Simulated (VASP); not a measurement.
**Sn: single point with PBEsol+D3(BJ)**

Crystal: Sn.

```
Sn
1.0
     3.27404    0.01170   -0.03327
    -0.17618    3.26932    0.03327
    -1.52485   -1.66325    2.37256
Sn
1
Cartesian
  0.0000 0.0000 0.0000
```

| Property | Result |
| --- | --- |
| Program | VASP 6.6.1 |
| Task | single point |
| Functional | PBEsol |
| Dispersion | D3(BJ) |
| Potentials or basis | VASP PAW PBE potentials, release 64 (Sn_d) |
| Cutoff | 520 eV |
| k mesh | 11 × 11 × 11 |
| Occupations | methfessel-paxton, width 0.1 eV |
| Spin | no spin polarisation |

* Pressure: 0.0 GPa
* Band gap on the k mesh: zero (band 7 reaches 17.01 eV, above the bottom of band 8 at 6.73 eV)
* Dispersion energy per atom: -0.418 eV

Levels at points of the mesh, in eV from the Fermi level:
| k point | band 4 | band 5 | band 6 | band 7 | band 8 | band 9 | band 10 | band 11 |
| --- | --- | --- | --- | --- | --- | --- | --- | --- |
| (0.00, 0.00, 0.00) | -21.38 | -21.33 | -11.63 | 8.22 | 8.33 | 8.33 | 10.75 | 12.27 |

Run time: 14 s on 1 thread of Intel(R) Xeon(R) 6975P-C (Granite Rapids), with other jobs on the host, peak memory 0.19 GiB.

Caveat: the PAW data sets were made with another functional, which shifts forces and pressure a little; spin-orbit coupling is left out, which moves the levels of the heavy elements; pairwise dispersion overbinds metals, which lowers pressure and volume.
